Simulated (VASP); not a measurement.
# AlN (F-43m) in VASP: notebook, part 2 of 2

VASP 6.6.1. The steps go on from the part before.

### 3 Single point, PBEsol-based global hybrid with 25 % exact exchange

This run uses another cell than the first one, of 10.21 Å³/atom.

POSCAR

```
AlN
1.0
    0.0000000000      2.1693354430      2.1693354430
    2.1693354430      0.0000000000      2.1693354430
    2.1693354430      2.1693354430      0.0000000000
Al N
1 1
Direct
    0.0000000000      0.0000000000      0.0000000000
    0.2500000000      0.2500000000      0.2500000000
```

INCAR.step1

```
ALGO = Normal
EDIFF = 1E-5
ENCUT = 520
GGA = PE
ISIF = 2
ISMEAR = -1
LASPH = T
LCHARG = F
LREAL = F
LWAVE = T
NBANDS = 11
NELM = 80
PREC = Accurate
SIGMA = 0.05
```

INCAR.step2

```
AEXX = 0.25
ALGO = Normal
EDIFF = 1E-6
ENCUT = 520
GGA = PS
ISIF = 2
ISMEAR = -1
ISTART = 1
LASPH = T
LCHARG = F
LHFCALC = T
LREAL = F
LWAVE = F
NBANDS = 11
NELM = 80
PREC = Accurate
PRECFOCK = Normal
SIGMA = 0.05
```

KPOINTS

```
k-points
0
Gamma
  5 5 5
```

Potentials or basis: VASP PAW PBE potentials, release 64 (Al, N).

On the command line:

```bash
$ cat potpaw_PBE.64/Al/POTCAR potpaw_PBE.64/N/POTCAR > POTCAR
$ cp INCAR.step1 INCAR
$ mpirun -np 1 vasp_std > vasp.out
$ cp INCAR.step2 INCAR
$ mpirun -np 1 vasp_std > vasp.out
```

OUTCAR:

```text
AEXX = 0.25
   EDIFF = 1E-6
   ENCUT = 520
   GGA = PS
   ISIF = 2
   ISMEAR = -1
   ISTART = 1
   LASPH = T
   LHFCALC = T
   LREAL = F
   NELM = 80
   PREC = Accurate
   PRECFOCK = Normal

 ion  position               nearest neighbor table
   1  0.000  0.000  0.000-   2 1.88   2 1.88   2 1.88   2 1.88
   2  0.250  0.250  0.250-   1 1.88   1 1.88   1 1.88   1 1.88

  LATTYP: Found a face centered cubic cell.
 ALAT       =     4.3386708860

  Lattice vectors:

 A1 = (   0.0000000000,   2.1693354430,   2.1693354430)
 A2 = (   2.1693354430,   0.0000000000,   2.1693354430)
 A3 = (   2.1693354430,   2.1693354430,   0.0000000000)

Analysis of symmetry for initial positions (statically):
=====================================================================
 Subroutine PRICEL returns:
 Original cell was already a primitive cell.

 Routine SETGRP: Setting up the symmetry group for a
 face centered cubic supercell.

 Subroutine GETGRP returns: Found 24 space group operations
 (whereof 24 operations were pure point group operations)
 out of a pool of 48 trial point group operations.

The static configuration has the point symmetry T_d .

Analysis of symmetry for dynamics (positions and initial velocities):
=====================================================================
 Subroutine PRICEL returns:
 Original cell was already a primitive cell.

 Routine SETGRP: Setting up the symmetry group for a
 face centered cubic supercell.

 Subroutine GETGRP returns: Found 24 space group operations
 (whereof 24 operations were pure point group operations)
 out of a pool of 48 trial point group operations.

The dynamic configuration has the point symmetry T_d .

 Subroutine INISYM returns: Found 24 space group operations
 (whereof 24 operations are pure point group operations),
 and found     1 'primitive' translations

----------------------------------------------------------------------------------------

[... 111 lines left out ...]
   HFSCREENC=   0.0000 screening length for correlation (either q_TF or 0.3 A-1)
   ENCUTFOCK=  -1.0 apply spherical cutoff to Coloumb kernel
   IVDW    =     0    specifies the selected vdW correction
   LEPSILON=     F    determine dielectric tensor
   LRPA    =     F    only Hartree local field effects (RPA)
 non-spin polarized calculation
  energy-cutoff  :      520.00
  volume of cell :       20.42
 maximum number of plane-waves:       564
  NGX = 18; NGY = 18; NGZ = 18

 number of electron       7.9999999 magnetization

 Free energy of the ion-electron system (eV)
  ---------------------------------------------------
  ext. energy  EPLUGINS =         0.00000000
  ---------------------------------------------------
  free energy    TOTEN  =       -18.88905415 eV

  energy without entropy =      -18.88905415  energy(sigma->0) =      -18.88905415

 E-fermi :   5.8769     XC(G=0):  -8.8216

 val. band max:        4.7583881158   @ k =   0.0000   0.0000   0.0000
 cond. band min:      10.6384962055   @ k =   0.4000   0.4000   0.0000
 fundamental gap:      5.8801080896
 Fermi energy:         5.8769071074

 k-point     1 :       0.0000    0.0000    0.0000
  band No.  band energies     occupation
      1     -11.8427      2.00000
      2       4.7584      2.00000
      3       4.7584      2.00000
      4       4.7584      2.00000
      5      11.2372      0.00000
      6      19.9400      0.00000
      7      19.9400      0.00000
      8      19.9400      0.00000
      9      25.2620      0.00000
     10      25.2620      0.00000
     11      26.6554      0.00000
[... 113 lines left out ...]
 k-point    10 :      -0.4000    0.4000    0.2000
  band No.  band energies     occupation
      1      -9.0358      2.00000
      2      -0.0613      2.00000
      3       1.4945      2.00000
      4       2.6802      2.00000
      5      13.0606      0.00000
      6      17.9768      0.00000
      7      18.8134      0.00000
      8      21.0946      0.00000
      9      24.3715      0.00000
     10      26.9326      0.00000
     11      32.7520      0.00000

------------------------ aborting loop because EDIFF is reached ----------------------------------------

  FORCE on cell =-STRESS in cart. coord.  units (eV):
  Direction    XX          YY          ZZ          XY          YZ          ZX
  --------------------------------------------------------------------------------------
  -------------------------------------------------------------------------------------
  Total        0.1938308      0.1938308      0.1938308      0.0000000      0.0000000     -0.0000000
  in kB       15.2097886     15.2097886     15.2097886      0.0000000      0.0000000     -0.0000000
  external PRESSURE =      15.2097886 kB  Pullay stress =       0.0000000 kB

 VOLUME and BASIS-vectors are now :
 -----------------------------------------------------------------------------
  energy-cutoff  :      520.00
  volume of cell :       20.42
      direct lattice vectors                 reciprocal lattice vectors
     0.000000000  2.169335443  2.169335443    -0.230485332  0.230485332  0.230485332
     2.169335443  0.000000000  2.169335443     0.230485332 -0.230485332  0.230485332
     2.169335443  2.169335443  0.000000000     0.230485332  0.230485332 -0.230485332

 POSITION                                       TOTAL-FORCE (eV/Angst)
 -----------------------------------------------------------------------------------
      0.00000      0.00000      0.00000         0.000000      0.000000      0.000000
      1.08467      1.08467      1.08467        -0.000000     -0.000000     -0.000000
 -----------------------------------------------------------------------------------
    total drift:                                0.000000      0.000000      0.000000

  FREE ENERGIE OF THE ION-ELECTRON SYSTEM (eV)
  ---------------------------------------------------
  free  energy   TOTEN  =       -18.8890541498 eV

  energy  without entropy=      -18.8890541498  energy(sigma->0) =      -18.88905415
```

OUTCAR.step1:

```text
EDIFF = 1E-5
   ENCUT = 520
   GGA = PE
   ISIF = 2
   ISMEAR = -1
[... 343 lines left out ...]
 -----------------------------------------------------------------------------------
      0.00000      0.00000      0.00000        -0.000000     -0.000000     -0.000000
      1.08467      1.08467      1.08467         0.000000      0.000000      0.000000
 -----------------------------------------------------------------------------------
    total drift:                                0.000000      0.000000      0.000000

  FREE ENERGIE OF THE ION-ELECTRON SYSTEM (eV)
  ---------------------------------------------------
  free  energy   TOTEN  =       -14.8148618276 eV

  energy  without entropy=      -14.8148618276  energy(sigma->0) =      -14.81486183
```

It took 4.3 min on 1 thread of AMD EPYC 7R43 (Zen 3), shared host; peak memory 0.1 GiB.

What came out:

```yaml
Free_energy: -18.8891 eV
Pressure: 1.5 GPa
Band_gap_on_the_k_mesh: 5.88 eV (least direct gap 6.48 eV)
```

Levels at points of the mesh, in eV from the valence-band top:
```
           k point  band 2  band 3  band 4  band 5  band 6  band 7
(0.00, 0.00, 0.00)    0.00    0.00    0.00    6.48   15.18   15.18
```

Caveat: the k points lie up to 0.50 Å⁻¹ apart; the PAW data sets were made with another functional, which shifts forces and pressure a little; an odd mesh through Γ misses points on the zone boundary, where band edges can lie.
